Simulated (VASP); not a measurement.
# NaF (Fm-3m) in VASP: a series of runs

NaF is run at these levels: PBE, PBEsol, LDA; tasks: relaxation of cell and atoms.

Program: VASP 6.6.1. These are calculated values, not measurements. Logs are shortened: lines on timing, memory, paths and dates and some standing lists are left out, and cuts for length are marked.

**1. The cell of the first run**

Symmetry: Fm-3m, No. 225, cubic system. The conventional cell has a = 4.640 Å, b = 4.640 Å, c = 4.640 Å, α = 90.00°, β = 90.00°, γ = 90.00°. Na (site symmetry m-3m) has 6 F at 2.32 Å within 3.1 Å. F (site symmetry m-3m) has 6 Na at 2.32 Å within 3.1 Å.

**2. Relaxation of cell and atoms, PBE**

File INCAR:

```
SYSTEM = NaF
PREC = Accurate ; ENCUT = 600
EDIFF = 1E-7 ; ISMEAR = -1
SIGMA = 0.02 ; LREAL = .FALSE.
LASPH = .TRUE. ; NELM = 100
ALGO = Normal ; ISIF = 3
LWAVE = .FALSE. ; LCHARG = .FALSE.
GGA = PE ; IBRION = 2
NSW = 80 ; EDIFFG = -0.01
```

File KPOINTS:

```
regular mesh
0
G
  10 10 10
  0 0 0
```

File POSCAR:

```
NaF
1.0
    0.0000000000      2.3200000000      2.3200000000
    2.3200000000      0.0000000000      2.3200000000
    2.3200000000      2.3200000000      0.0000000000
Na F
1 1
Direct
    0.0000000000      0.0000000000      0.0000000000
    0.5000000000      0.5000000000      0.5000000000
```

Potentials or basis: VASP PAW PBE potentials, release 64 (Na_pv, F).

The run is started by

```sh
cat potpaw_PBE.64/Na_pv/POTCAR potpaw_PBE.64/F/POTCAR > POTCAR
mpirun -np 1 vasp_std > vasp.out
```

OUTCAR:

```text
SYSTEM = NaF
   PREC = Accurate
   ENCUT = 600
   EDIFF = 1E-7
   ISMEAR = -1
   LREAL = .FALSE.
   LASPH = .TRUE.
   NELM = 100
   ISIF = 3
   GGA = PE
   IBRION = 2
   NSW = 80
   EDIFFG = -0.01

 ion  position               nearest neighbor table
   1  0.000  0.000  0.000-   2 2.32   2 2.32   2 2.32   2 2.32   2 2.32   2 2.32
   2  0.500  0.500  0.500-   1 2.32   1 2.32   1 2.32   1 2.32   1 2.32   1 2.32

  LATTYP: Found a face centered cubic cell.
 ALAT       =     4.6400000000

  Lattice vectors:

 A1 = (   0.0000000000,   2.3200000000,   2.3200000000)
 A2 = (   2.3200000000,   0.0000000000,   2.3200000000)
 A3 = (   2.3200000000,   2.3200000000,   0.0000000000)

Analysis of symmetry for initial positions (statically):
=====================================================================
 Subroutine PRICEL returns:
 Original cell was already a primitive cell.

 Routine SETGRP: Setting up the symmetry group for a
 face centered cubic supercell.

 Subroutine GETGRP returns: Found 48 space group operations
 (whereof 48 operations were pure point group operations)
 out of a pool of 48 trial point group operations.

The static configuration has the point symmetry O_h .

Analysis of symmetry for dynamics (positions and initial velocities):
=====================================================================
 Subroutine PRICEL returns:
 Original cell was already a primitive cell.

 Routine SETGRP: Setting up the symmetry group for a
 face centered cubic supercell.

 Subroutine GETGRP returns: Found 48 space group operations
 (whereof 48 operations were pure point group operations)
 out of a pool of 48 trial point group operations.

The dynamic configuration has the point symmetry O_h .

 Subroutine INISYM returns: Found 48 space group operations
 (whereof 48 operations are pure point group operations),
 and found     1 'primitive' translations

----------------------------------------------------------------------------------------

                                     Primitive cell

  volume of cell :      24.9743

  direct lattice vectors                    reciprocal lattice vectors
     0.000000000  2.320000000  2.320000000    -0.215517241  0.215517241  0.215517241
     2.320000000  0.000000000  2.320000000     0.215517241 -0.215517241  0.215517241
     2.320000000  2.320000000  0.000000000     0.215517241  0.215517241 -0.215517241

  length of vectors
     3.280975465  3.280975465  3.280975465     0.373286812  0.373286812  0.373286812

  position of ions in fractional coordinates (direct lattice)
     0.000000000  0.000000000  0.000000000
     0.500000000  0.500000000  0.500000000

  ion indices of the primitive-cell ions
   primitive index   ion index
                 1           1
                 2           2

----------------------------------------------------------------------------------------

 KPOINTS: regular mesh

Automatic generation of k-mesh.
 Grid dimensions read from file:
 generate k-points for:   10   10   10

 Generating k-lattice:

  Cartesian coordinates                     Fractional coordinates (reciprocal lattice)
    -0.021551724  0.021551724  0.021551724     0.100000000  0.000000000  0.000000000
     0.021551724 -0.021551724  0.021551724     0.000000000  0.100000000  0.000000000
     0.021551724  0.021551724 -0.021551724     0.000000000  0.000000000  0.100000000

  Length of vectors
     0.037328681  0.037328681  0.037328681

  Shift w.r.t. Gamma in fractional coordinates (k-lattice)
     0.000000000  0.000000000  0.000000000

 Subroutine IBZKPT returns following result:
 ===========================================

 Found     47 irreducible k-points:

 Following reciprocal coordinates:
            Coordinates               Weight
  0.000000  0.000000  0.000000      1.000000
  0.100000  0.000000  0.000000      8.000000
  0.200000  0.000000  0.000000      8.000000
  0.300000  0.000000  0.000000      8.000000
  0.400000  0.000000  0.000000      8.000000
  0.500000  0.000000  0.000000      4.000000
[... 16 lines left out ...]
  0.300000  0.300000  0.000000      6.000000
  0.400000  0.300000  0.000000     24.000000
 [... further k-points ...]
   k-points           NKPTS =     47   k-points in BZ     NKDIM =     47   number of bands    NBANDS=     11
   number of dos      NEDOS =    301   number of ions     NIONS =      2
   total plane-waves  NPLWV =  21952
   dimension x,y,z NGX =    28 NGY =   28 NGZ =   28
   dimension x,y,z NGXF=    56 NGYF=   56 NGZF=   56
   ions per type =               1   1
   NGX,Y,Z   is equivalent  to a cutoff of  14.19, 14.19, 14.19 a.u.
   NGXF,Y,Z  is equivalent  to a cutoff of  28.38, 28.38, 28.38 a.u.
 SYSTEM =  NaF
   PREC   = accura    normal or accurate (medium, high low for compatibility)
   ISTART =      0    job   : 0-new  1-cont  2-samecut
   ICHARG =      2    charge: 1-file 2-atom 10-const
   ISPIN  =      1    spin polarized calculation?
   LNONCOLLINEAR =      F non collinear calculations
   LSORBIT =      F    spin-orbit coupling
   LASPH  =      T    aspherical Exc in radial PAW
   ENCUT  =  600.0 eV  44.10 Ry    6.64 a.u.   6.55  6.55  6.55*2*pi/ulx,y,z
   NELM   =    100;   NELMIN=  2; NELMDL= -5     # of ELM steps
   EDIFF  = 0.1E-06   stopping-criterion for ELM
   LREAL  =      F    real-space projection
   EDIFFG = -.1E-01   stopping-criterion for IOM
   NSW    =     80    number of steps for IOM
   IBRION =      2    ionic relax: 0-MD 1-quasi-New 2-CG
   NFREE  =      1    steps in history (QN), initial steepest desc. (CG)
   ISIF   =      3    stress and relaxation
   ISYM   =      2    0-nonsym 1-usesym 2-fastsym
   POTIM  = 0.5000    time-step for ionic-motion
   TEBEG  =    0.0;   TEEND  =   0.0 temperature during run
   PSTRESS=    0.0 pullay stress
   NELECT =      14.0000    total number of electrons
   NUPDOWN=      -1.0000    fix difference up-down
   EMIN   =  10.00;   EMAX   =-10.00  energy-range for DOS
   EFERMI =   0.00;   METHOD = LEGACY
   ISMEAR =    -1;   SIGMA  =   0.02  broadening in eV -4-tet -1-fermi 0-gaus
   EFERMI_NEDOS =   21; number of points for ismear=-14 and -15
   IALGO  =     38    algorithm
   IMIX   =      4    mixing-type and parameters
     AMIX     =   0.40;   BMIX     =  1.00
     AMIX_MAG =   1.60;   BMIX_MAG =  1.00
  volume/ion in A,a.u.               =      12.49        84.27
  Fermi-wavevector in a.u.,A,eV,Ry     =   1.349852  2.550851 24.791186  1.822101
  Thomas-Fermi vector in A             =   2.477405
   LORBIT       =      0    0 simple, 1 ext, 2 COOP (PROOUT), +10 PAW based schemes
   GGA     = PE    functional components
   LHFCALC =     F    Hartree Fock is set to
   AEXX    =    0.0000 exact exchange contribution
   IVDW    =     0    specifies the selected vdW correction
   LEPSILON=     F    determine dielectric tensor
   LRPA    =     F    only Hartree local field effects (RPA)
 conjugate gradient relaxation of ions
 non-spin polarized calculation
  energy-cutoff  :      600.00
  volume of cell :       24.97
 maximum number of plane-waves:       869
 NGX is ok and might be reduce to    28
   NGX = 13   NGY = 13   NGZ = 13

--------------------------------------- Ionic step        1  -------------------------------------------

 number of electron      14.0000006 magnetization

 Free energy of the ion-electron system (eV)
  ---------------------------------------------------
  ext. energy  EPLUGINS =         0.00000000
  ---------------------------------------------------
  free energy    TOTEN  =        -8.56474311 eV

  energy without entropy =       -8.56474311  energy(sigma->0) =       -8.56474311

------------------------ aborting loop because EDIFF is reached ----------------------------------------

  FORCE on cell =-STRESS in cart. coord.  units (eV):
  Direction    XX          YY          ZZ          XY          YZ          ZX
  --------------------------------------------------------------------------------------
  -------------------------------------------------------------------------------------
  Total        0.2661596      0.2661596      0.2661596     -0.0000000     -0.0000000     -0.0000000
  in kB       17.0749249     17.0749249     17.0749249     -0.0000000     -0.0000000     -0.0000000
  external PRESSURE =      17.0749249 kB  Pullay stress =       0.0000000 kB
[... 57 lines left out ...]
  energy  without entropy=       -8.5684111967  energy(sigma->0) =       -8.56841120

--------------------------------------- Ionic step        3  -------------------------------------------

 number of electron      14.0000003 magnetization

 Free energy of the ion-electron system (eV)
  ---------------------------------------------------
  ext. energy  EPLUGINS =         0.00000000
  ---------------------------------------------------
  free energy    TOTEN  =        -8.56933064 eV

  energy without entropy =       -8.56933064  energy(sigma->0) =       -8.56933064

 E-fermi :  -1.8457     XC(G=0):  -8.9627

 val. band max:       -2.2571585083   @ k =   0.0000   0.0000   0.0000
 cond. band min:       3.8302960207   @ k =   0.0000   0.0000   0.0000
 fundamental gap:      6.0874545290
 Fermi energy:        -1.8457039534

 k-point     1 :       0.0000    0.0000    0.0000
  band No.  band energies     occupation
      1     -21.3652      2.00000
      2     -21.3254      2.00000
      3     -21.3254      2.00000
      4     -21.3254      2.00000
      5      -2.2572      2.00000
      6      -2.2572      2.00000
      7      -2.2572      2.00000
      8       3.8303      0.00000
      9      16.4300      0.00000
     10      16.4300      0.00000
     11      16.4300      0.00000
[... 309 lines left out ...]
 k-point    24 :       0.4000    0.3000    0.0000
  band No.  band energies     occupation
      1     -21.7048      2.00000
      2     -21.3668      2.00000
      3     -21.3601      2.00000
      4     -20.8733      2.00000
      5      -3.3694      2.00000
      6      -2.6193      2.00000
      7      -2.5666      2.00000
      8       8.0038      0.00000
      9      11.4193      0.00000
     10      14.0567      0.00000
     11      16.8721      0.00000

 [... further k-points ...]

------------------------ aborting loop because EDIFF is reached ----------------------------------------

  FORCE on cell =-STRESS in cart. coord.  units (eV):
  Direction    XX          YY          ZZ          XY          YZ          ZX
  --------------------------------------------------------------------------------------
  -------------------------------------------------------------------------------------
  Total       -0.0109880     -0.0109880     -0.0109880      0.0000000      0.0000000      0.0000000
  in kB       -0.6795225     -0.6795225     -0.6795225      0.0000000      0.0000000      0.0000000
  external PRESSURE =      -0.6795225 kB  Pullay stress =       0.0000000 kB
[... 17 lines left out ...]
  FREE ENERGIE OF THE ION-ELECTRON SYSTEM (eV)
  ---------------------------------------------------
  free  energy   TOTEN  =        -8.5693306441 eV

  energy  without entropy=       -8.5693306441  energy(sigma->0) =       -8.56933064

 reached required accuracy - stopping structural energy minimisation
```

Run time: 19 s. Hardware: 1 thread of Intel Xeon 6975P-C (Granite Rapids), shared host; peak memory 0.15 GiB.

What came out:

| Quantity | Value |
| --- | --- |
| Free energy | -8.5693 eV |
| Relaxed volume | 12.95 Å³/atom |
| Relaxed cell | a = 3.321 Å, b = 3.321 Å, c = 3.321 Å, α = 60.00°, β = 60.00°, γ = 60.00° |
| Space group after relaxing (to 0.1 Å) | Fm-3m (No. 225) |
| Energy gained by relaxing | 2.3 meV/atom |
| Ionic steps | 3 |
| Pressure after relaxing | -0.1 GPa |
| Band gap on the k mesh | 6.09 eV |

Step by step:
| step | energy change (eV) | largest force (eV/Å) | pressure (GPa) | volume (Å³) |
| --- | --- | --- | --- | --- |
| 1 | 0.0000 | 0.0000 | 1.71 | 24.97 |
| 2 | -0.0037 | 0.0000 | 0.74 | 25.46 |
| 3 | -0.0046 | 0.0000 | -0.07 | 25.91 |

Final structure:
```
Na F
1.0
     0.00000    2.34855    2.34855
     2.34855    0.00000    2.34855
     2.34855    2.34855    0.00000
Na F
1 1
Direct
  0.00000 0.00000 0.00000
  0.50000 0.50000 0.50000
```

Levels at points of the mesh, in eV from the valence-band top:
```
           k point  band 4  band 5  band 6  band 7  band 8  band 9  band 10  band 11
(0.00, 0.00, 0.00)  -19.07    0.00    0.00    0.00    6.09   18.69    18.69    18.69
(0.50, 0.00, 0.00)  -18.27   -1.50   -0.23   -0.23   10.54   12.13    19.67    19.67
(0.50, 0.50, 0.00)  -18.88   -1.21   -0.38   -0.38   12.82   13.17    13.21    19.25
```

**3. Relaxation of cell and atoms, PBEsol**

File INCAR:

```
ALGO     = Normal         # electronic algorithm
EDIFF    = 1E-7           # SCF threshold, eV
EDIFFG   = -0.01          # ionic threshold
ENCUT    = 600            # plane-wave cutoff, eV
GGA      = PS             # functional
IBRION   = 2              # ionic algorithm
ISIF     = 3              # what is computed and relaxed
ISMEAR   = -1             # smearing method
LASPH    = True           # aspherical terms in the spheres
LCHARG   = False          # write CHGCAR
LREAL    = False          # projectors in reciprocal space
LWAVE    = False          # write WAVECAR
NELM     = 60             # most SCF steps
NSW      = 80             # ionic steps
PREC     = Accurate       # precision mode
SIGMA    = 0.02           # smearing width, eV
```

File KPOINTS:

```
k-points
0
Gamma
  10 10 10
```

POSCAR is that of step 2.

Potentials or basis: VASP PAW PBE potentials, release 64 (Na_pv, F).

The run is started by

```sh
cat potpaw_PBE.64/Na_pv/POTCAR potpaw_PBE.64/F/POTCAR > POTCAR
mpirun -np 1 vasp_std > vasp.out
```

It took 16 s on 1 thread of Intel Xeon 6975P-C (Granite Rapids), shared host; peak memory 0.15 GiB.

Results (log left out):

* Free energy: -8.7710 eV
* Relaxed volume: 12.39 Å³/atom
* Relaxed cell: a = 3.273 Å, b = 3.273 Å, c = 3.273 Å, α = 60.00°, β = 60.00°, γ = 60.00°
* Space group after relaxing (to 0.1 Å): Fm-3m (No. 225)
* Energy gained by relaxing: 0.2 meV/atom
* Ionic steps: 3
* Pressure after relaxing: -0.1 GPa
* Band gap on the k mesh: 6.18 eV

Step by step:
```csv
step,energy change (eV),largest force (eV/Å),pressure (GPa),volume (Å³)
1,0.0000,0.0000,-0.43,24.97
2,-0.0003,0.0000,-0.20,24.85
3,-0.0003,0.0000,-0.07,24.79
```

Final structure:
```
Na F
1.0
     0.00000    2.31424    2.31424
     2.31424    0.00000    2.31424
     2.31424    2.31424    0.00000
Na F
1 1
Direct
  0.00000 0.00000 0.00000
  0.50000 0.50000 0.50000
```

Levels at points of the mesh, in eV from the valence-band top:
| k point | band 5 | band 6 | band 7 | band 8 | band 9 | band 10 |
| --- | --- | --- | --- | --- | --- | --- |
| (0.00, 0.00, 0.00) | 0.00 | 0.00 | 0.00 | 6.18 | 18.87 | 18.87 |
| (0.50, 0.00, 0.00) | -1.63 | -0.26 | -0.26 | 10.63 | 12.37 | 20.02 |
| (0.50, 0.50, 0.00) | -1.30 | -0.41 | -0.41 | 13.01 | 13.11 | 13.57 |

Caveat: the PAW data sets were made with another functional, which shifts forces and pressure a little.

**4. Relaxation of cell and atoms, LDA**

File INCAR:

```
PREC = Accurate
ENCUT = 600
EDIFF = 1E-6
ISMEAR = -1
SIGMA = 0.02
LREAL = False
LASPH = True
NELM = 100
ALGO = Normal
ISIF = 3
LWAVE = False
LCHARG = False
IBRION = 2
NSW = 80
EDIFFG = -0.01
```

File KPOINTS:

```
regular mesh
0
Gamma
  10 10 10
```

POSCAR is that of step 3.

Potentials or basis: VASP PAW LDA potentials, release 64 (Na_pv, F).

The run is started by

```sh
cat potpaw_LDA.64/Na_pv/POTCAR potpaw_LDA.64/F/POTCAR > POTCAR
mpirun -np 1 vasp_std > vasp.out
```

Wall time 15 s (1 thread of Intel Xeon 6975P-C (Granite Rapids), shared host); peak memory 0.14 GiB.

It converged, with:

```yaml
Free_energy: -9.3404 eV
Relaxed_volume: 11.38 Å³/atom
Relaxed_cell: a = 3.181 Å, b = 3.181 Å, c = 3.181 Å, α = 60.00°, β = 60.00°, γ = 60.00°
Space_group_after_relaxing_to_0.1_Å: Fm-3m (No. 225)
Energy_gained_by_relaxing: 17.9 meV/atom
Ionic_steps: 3
Pressure_after_relaxing: -0.1 GPa
Band_gap_on_the_k_mesh: 6.46 eV
```

The path:
```tsv
step	energy change (eV)	largest force (eV/Å)	pressure (GPa)	volume (Å³)
1	0.0000	0.0000	-4.71	24.97
2	-0.0288	0.0000	-2.29	23.67
3	-0.0358	0.0000	-0.08	22.75
```

Final structure:
```
Na F
1.0
     0.00000    2.24909    2.24909
     2.24909    0.00000    2.24909
     2.24909    2.24909    0.00000
Na F
1 1
Cartesian
  0.0000 0.0000 0.0000
  2.2491 2.2491 2.2491
```

Levels at points of the mesh, in eV from the valence-band top:
```
           k point  band 3  band 4  band 5  band 6  band 7  band 8  band 9  band 10  band 11
(0.00, 0.00, 0.00)  -18.51  -18.51    0.00    0.00    0.00    6.46   19.16    19.16    19.16
(0.50, 0.00, 0.00)  -18.53  -17.59   -1.87   -0.32   -0.32   10.94   12.86    20.64    20.64
(0.50, 0.50, 0.00)  -18.59  -18.58   -1.47   -0.46   -0.46   13.12   13.50    14.14    20.49
```

A k mesh can miss the band edges. Zero-point motion and thermal expansion aren't in these numbers.

**5. Summary**

| level | potentials or basis | gap on the mesh (eV) | pressure (GPa) | relaxed volume (Å³/atom) |
| --- | --- | --- | --- | --- |
| PBE | VASP PAW PBE potentials, release 64 (Na_pv, F) | 6.09 | -0.1 | 12.95 |
| PBEsol | VASP PAW PBE potentials, release 64 (Na_pv, F) | 6.18 | -0.1 | 12.39 |
| LDA | VASP PAW LDA potentials, release 64 (Na_pv, F) | 6.46 | -0.1 | 11.38 |

Alike in all rows: task relaxation of cell and atoms; no spin polarisation; cell relaxed; k mesh 10 × 10 × 10; cutoff (eV) 600; smearing fermi-dirac 0.02 eV.

Caveats: the PAW data sets were made with another functional, which shifts forces and pressure a little (at least some runs).

Total energies depend on the potentials used, so only differences within one code and one set of settings carry meaning.
